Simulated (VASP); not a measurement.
# MnS in VASP: further runs

MnS is run at these levels: PBE; tasks: relaxation of shape and atoms at fixed volume, single point.

Everything below comes from runs of VASP 6.6.1. Logs are shortened: lines on timing, memory, paths and dates and some standing lists are left out, and cuts for length are marked.

**1. The cell of the first run**

It takes space group I-4m2 (No. 119, tetragonal). Conventional cell: a = 3.963 Å, b = 3.963 Å, c = 5.448 Å, α = 90.00°, β = 90.00°, γ = 90.00°. Mn (site symmetry -4m2) has 4 S at 2.40 Å within 3.2 Å. Within 3.2 Å of S (site symmetry -4m2) lie 4 Mn at 2.40 Å.

**2. Relaxation of shape and atoms at fixed volume, PBE, collinear spin, antiferromagnetic start (21.39 Å³/atom)**

INCAR

```
  PREC = Accurate
  ENCUT = 500
  EDIFF = 1E-7
  ISMEAR = 0
  SIGMA = 0.05
  LREAL = F
  LASPH = T
  NELM = 200
  ALGO = Normal
  ISIF = 4
  LWAVE = F
  LCHARG = F
  ISPIN = 2
  MAGMOM = 4.27 -4.27 0 0
  LORBIT = 11
  LMAXMIX = 4
  GGA = PE
  IBRION = 2
  NSW = 60
  EDIFFG = -0.01
  GGA_COMPAT = F
  NELMIN = 4
```

KPOINTS

```
Automatic mesh
0
Gamma
  6 6 4
```

POSCAR

```
MnS
1.0
    0.0000000000      2.8019414359     -2.8019414359
    0.0000000000      2.8019414359      2.8019414359
    5.4480398160      0.0000000000      0.0000000000
Mn S
2 2
Direct
    0.0000000000      0.0000000000      0.0000000000
    0.5000000000      0.5000000000      0.5000000000
    0.0000000000      0.5000000000      0.2500000237
    0.5000000000      1.0000000000      0.7499999763
```

Potentials or basis: VASP PAW PBE potentials, release 64 (Mn_pv, S).

Command:

```
$ cat potpaw_PBE.64/Mn_pv/POTCAR potpaw_PBE.64/S/POTCAR > POTCAR
$ mpirun -np 1 vasp_std > vasp.out
```

OUTCAR:

```text
PREC = Accurate
   ENCUT = 500
   EDIFF = 1E-7
   ISMEAR = 0
   LREAL = F
   LASPH = T
   NELM = 200
   ISIF = 4
   ISPIN = 2
   LORBIT = 11
   GGA = PE
   IBRION = 2
   NSW = 60
   EDIFFG = -0.01
   NELMIN = 4

 ion  position               nearest neighbor table
   1  0.000  0.000  0.000-   3 2.40   4 2.40   3 2.40   4 2.40
   2  0.500  0.500  0.500-   3 2.40   4 2.40   4 2.40   3 2.40
   3  0.000  0.500  0.250-   2 2.40   2 2.40   1 2.40   1 2.40
   4  0.500  0.000  0.750-   2 2.40   2 2.40   1 2.40   1 2.40

  LATTYP: Found a simple tetragonal cell.
 ALAT       =     3.9625435796
 C/A-ratio  =     1.3748845171

  Lattice vectors:

 A1 = (   0.0000000000,   2.8019414359,  -2.8019414359)
 A2 = (   0.0000000000,   2.8019414359,   2.8019414359)
 A3 = (   5.4480398160,   0.0000000000,   0.0000000000)

Analysis of symmetry for initial positions (statically):
=====================================================================
 Subroutine PRICEL returns following result:

  LATTYP: Found a body centered tetragonal cell.
 ALAT       =     3.9625435796
 C/A-ratio  =     1.3748845171
[... 12 lines left out ...]
 Subroutine GETGRP returns: Found  8 space group operations
 (whereof  8 operations were pure point group operations)
 out of a pool of 16 trial point group operations.

The static configuration has the point symmetry D_2d.

Analysis of symmetry for dynamics (positions and initial velocities):
=====================================================================
 Subroutine PRICEL returns following result:

  LATTYP: Found a body centered tetragonal cell.
 ALAT       =     3.9625435796
 C/A-ratio  =     1.3748845171
[... 12 lines left out ...]
 Subroutine GETGRP returns: Found  8 space group operations
 (whereof  8 operations were pure point group operations)
 out of a pool of 16 trial point group operations.

The dynamic configuration has the point symmetry D_2d.

Analysis of structural, dynamic, and magnetic symmetry:
=====================================================================
 Subroutine PRICEL returns following result:

  LATTYP: Found a body centered tetragonal cell.
 ALAT       =     3.9625435796
 C/A-ratio  =     1.3748845171
[... 12 lines left out ...]
 Subroutine GETGRP returns: Found  8 space group operations
 (whereof  8 operations were pure point group operations)
 out of a pool of 16 trial point group operations.

The overall configuration has the point symmetry D_2d.

 Subroutine INISYM returns: Found  8 space group operations
 (whereof  8 operations are pure point group operations),
 and found     2 'primitive' translations

----------------------------------------------------------------------------------------

                                     Primitive cell

  volume of cell :      42.7719

  direct lattice vectors                    reciprocal lattice vectors
    -2.724019908 -2.801941436  0.000000000    -0.183552256 -0.178447698 -0.178447698
    -2.724019908  2.801941436  0.000000000    -0.183552256  0.178447698 -0.178447698
     2.724019908  0.000000000 -2.801941436     0.000000000  0.000000000 -0.356895397

  length of vectors
     3.907833194  3.907833194  3.907833194     0.312055432  0.312055432  0.356895397

  position of ions in fractional coordinates (direct lattice)
     0.000000000  0.000000000  0.000000000
     0.249999976  0.749999976  0.500000000

  ion indices of the primitive-cell ions
   primitive index   ion index
                 1           1
                 2           3

----------------------------------------------------------------------------------------

 KPOINTS: Automatic mesh

Automatic generation of k-mesh.
 Grid dimensions read from file:
 generate k-points for:    6    6    4

 Generating k-lattice:

  Cartesian coordinates                     Fractional coordinates (reciprocal lattice)
     0.000000000  0.029741283 -0.029741283     0.166666667  0.000000000  0.000000000
     0.000000000  0.029741283  0.029741283     0.000000000  0.166666667  0.000000000
     0.045888064  0.000000000  0.000000000     0.000000000  0.000000000  0.250000000

  Length of vectors
     0.042060526  0.042060526  0.045888064

  Shift w.r.t. Gamma in fractional coordinates (k-lattice)
     0.000000000  0.000000000  0.000000000

 Subroutine IBZKPT returns following result:
 ===========================================

 Found     30 irreducible k-points:

 Following reciprocal coordinates:
            Coordinates               Weight
  0.000000  0.000000  0.000000      1.000000
  0.166667  0.000000  0.000000      4.000000
  0.333333  0.000000  0.000000      4.000000
  0.500000  0.000000  0.000000      2.000000
  0.166667  0.166667  0.000000      4.000000
  0.333333  0.166667  0.000000      8.000000
[... 16 lines left out ...]
  0.333333  0.000000  0.500000      4.000000
  0.500000  0.000000  0.500000      2.000000
 [... further k-points ...]
   k-points           NKPTS =     30   k-points in BZ     NKDIM =     30   number of bands    NBANDS=     23
   number of dos      NEDOS =    301   number of ions     NIONS =      4
   total plane-waves  NPLWV =  36000
   dimension x,y,z NGX =    30 NGY =   30 NGZ =   40
   dimension x,y,z NGXF=    60 NGYF=   60 NGZF=   80
   ions per type =               2   2
   NGX,Y,Z   is equivalent  to a cutoff of  12.59, 12.59, 12.21 a.u.
   NGXF,Y,Z  is equivalent  to a cutoff of  25.17, 25.17, 24.41 a.u.
 SYSTEM =  unknown system
   PREC   = accura    normal or accurate (medium, high low for compatibility)
   ISTART =      0    job   : 0-new  1-cont  2-samecut
   ICHARG =      2    charge: 1-file 2-atom 10-const
   ISPIN  =      2    spin polarized calculation?
   LNONCOLLINEAR =      F non collinear calculations
   LSORBIT =      F    spin-orbit coupling
   LASPH  =      T    aspherical Exc in radial PAW
   ENCUT  =  500.0 eV  36.75 Ry    6.06 a.u.   7.22  7.22  9.93*2*pi/ulx,y,z
   NELM   =    200;   NELMIN=  4; NELMDL= -5     # of ELM steps
   EDIFF  = 0.1E-06   stopping-criterion for ELM
   LREAL  =      F    real-space projection
   EDIFFG = -.1E-01   stopping-criterion for IOM
   NSW    =     60    number of steps for IOM
   IBRION =      2    ionic relax: 0-MD 1-quasi-New 2-CG
   NFREE  =      1    steps in history (QN), initial steepest desc. (CG)
   ISIF   =      4    stress and relaxation
   ISYM   =      2    0-nonsym 1-usesym 2-fastsym
   POTIM  = 0.5000    time-step for ionic-motion
   TEBEG  =    0.0;   TEEND  =   0.0 temperature during run
   PSTRESS=    0.0 pullay stress
   NELECT =      38.0000    total number of electrons
   NUPDOWN=      -1.0000    fix difference up-down
   EMIN   =  10.00;   EMAX   =-10.00  energy-range for DOS
   EFERMI =   0.00;   METHOD = LEGACY
   ISMEAR =     0;   SIGMA  =   0.05  broadening in eV -4-tet -1-fermi 0-gaus
   EFERMI_NEDOS =   21; number of points for ismear=-14 and -15
   IALGO  =     38    algorithm
   IMIX   =      4    mixing-type and parameters
     AMIX     =   0.40;   BMIX     =  1.00
     AMIX_MAG =   1.60;   BMIX_MAG =  1.00
  volume/ion in A,a.u.               =      21.39       144.32
  Fermi-wavevector in a.u.,A,eV,Ry     =   1.249127  2.360508 21.229416  1.560318
  Thomas-Fermi vector in A             =   2.383182
   LORBIT       =     11    0 simple, 1 ext, 2 COOP (PROOUT), +10 PAW based schemes
   GGA     = PE    functional components
   LHFCALC =     F    Hartree Fock is set to
   AEXX    =    0.0000 exact exchange contribution
   IVDW    =     0    specifies the selected vdW correction
   LEPSILON=     F    determine dielectric tensor
   LRPA    =     F    only Hartree local field effects (RPA)
 conjugate gradient relaxation of ions
 spin polarized calculation
 Gauss-broadening in eV      SIGMA  =   0.05
  energy-cutoff  :      500.00
  volume of cell :       85.54
 maximum number of plane-waves:      2190
 NGX is ok and might be reduce to    30
   NGX = 15   NGY = 15   NGZ = 19

 number of electron      38.0000021 magnetization       0.0000000

 number of electron      38.0000021 magnetization      -0.0000000

 Free energy of the ion-electron system (eV)
  ---------------------------------------------------
  ext. energy  EPLUGINS =         0.00000000
  ---------------------------------------------------
  free energy    TOTEN  =       -28.79347837 eV

  energy without entropy =      -28.79347837  energy(sigma->0) =      -28.79347837

 E-fermi :   4.1711     XC(G=0):  -9.4567

 val. band max:        3.9147514890   @ k =   0.0000   0.0000   0.5000
 cond. band min:       5.1979903978   @ k =   0.5000   0.3333   0.0000
 fundamental gap:      1.2832389087
 Fermi energy:         4.1710874784

 spin component 1

 k-point     1 :       0.0000    0.0000    0.0000
  band No.  band energies     occupation
      1     -45.8832      1.00000
      2     -45.8340      1.00000
      3     -45.8340      1.00000
      4     -41.4973      1.00000
      5     -41.4973      1.00000
      6     -41.4903      1.00000
[... 613 lines left out ...]
     22       5.9540      0.00000
     23       6.5210      0.00000

 [... further k-points ...]

 spin component 2

 k-point     1 :       0.0000    0.0000    0.0000
  band No.  band energies     occupation
      1     -45.8832      1.00000
      2     -45.8340      1.00000
      3     -45.8340      1.00000
      4     -41.4972      1.00000
      5     -41.4972      1.00000
      6     -41.4903      1.00000
[... 613 lines left out ...]
     22       5.9540      0.00000
     23       6.5210      0.00000

 [... further k-points ...]

------------------------ aborting loop because EDIFF is reached ----------------------------------------

  FORCE on cell =-STRESS in cart. coord.  units (eV):
  Direction    XX          YY          ZZ          XY          YZ          ZX
  --------------------------------------------------------------------------------------
  -------------------------------------------------------------------------------------
  Total       -1.0125429     -1.0713032     -1.0713032     -0.0000000      0.0000000     -0.0000000
  in kB      -18.9642477    -20.0647894    -20.0647894     -0.0000000      0.0000000     -0.0000000
  external PRESSURE =     -19.6979422 kB  Pullay stress =       0.0000000 kB

 VOLUME and BASIS-vectors are now :
 -----------------------------------------------------------------------------
  energy-cutoff  :      500.00
  volume of cell :       85.54
      direct lattice vectors                 reciprocal lattice vectors
     0.000000000  2.801941436 -2.801941436     0.000000000  0.178447698 -0.178447698
     0.000000000  2.801941436  2.801941436     0.000000000  0.178447698  0.178447698
     5.448039816  0.000000000  0.000000000     0.183552256  0.000000000  0.000000000

 POSITION                                       TOTAL-FORCE (eV/Angst)
 -----------------------------------------------------------------------------------
      0.00000      0.00000      0.00000        -0.000000     -0.000000      0.000000
      2.72402      2.80194      0.00000         0.000000     -0.000000      0.000000
      1.36201      1.40097      1.40097        -0.000000      0.000000     -0.000000
      4.08603      1.40097     -1.40097        -0.000000      0.000000     -0.000000
 -----------------------------------------------------------------------------------
    total drift:                                0.000000      0.000000      0.000000

  FREE ENERGIE OF THE ION-ELECTRON SYSTEM (eV)
  ---------------------------------------------------
  free  energy   TOTEN  =       -28.7934783732 eV

  energy  without entropy=      -28.7934783732  energy(sigma->0) =      -28.79347837

 reached required accuracy - stopping structural energy minimisation

 total charge

# of ion       s       p       d       tot
------------------------------------------
    1        0.260   6.209   4.947  11.415
    2        0.260   6.209   4.947  11.415
    3        1.314   2.437   0.000   3.751
    4        1.314   2.437   0.000   3.751
--------------------------------------------------
tot          3.146  17.293   9.894  30.333

 magnetization (x)

# of ion       s       p       d       tot
------------------------------------------
    1        0.028   0.045   4.011   4.084
    2       -0.028  -0.045  -4.011  -4.084
    3        0.000   0.000   0.000   0.000
    4        0.000   0.000   0.000   0.000
--------------------------------------------------
tot          0.000   0.000   0.000   0.000
```

Run time: 55 s. Hardware: 1 thread of Intel Xeon 6975P-C (Granite Rapids), shared host; peak memory 0.25 GiB.

What came out:

| Item | Value |
| --- | --- |
| Free energy | -28.7935 eV |
| Pressure after relaxing | -2.0 GPa |
| Band gap on the k mesh | 1.28 eV |
| Net moment | 0.00 μB per cell |
| Site moments | Mn +4.08, -4.08; S +0.00 μB |
| Valence electrons inside the program's atomic spheres | Mn 11.41; S 3.75 |

Final structure:
```
Mn S
1.0
     0.00000    2.80194   -2.80194
     0.00000    2.80194    2.80194
     5.44804    0.00000    0.00000
Mn S
2 2
Direct
  0.00000 0.00000 0.00000
  0.50000 0.50000 0.50000
  0.00000 0.50000 0.25000
  0.50000 0.00000 0.75000
```

Caveat: the antiferromagnetic order is the one typed at the start, and another may lie lower.

(Continued in part 2 of 3.)

The gap in the log of VASP goes by the Fermi energy; the results here count the filled bands.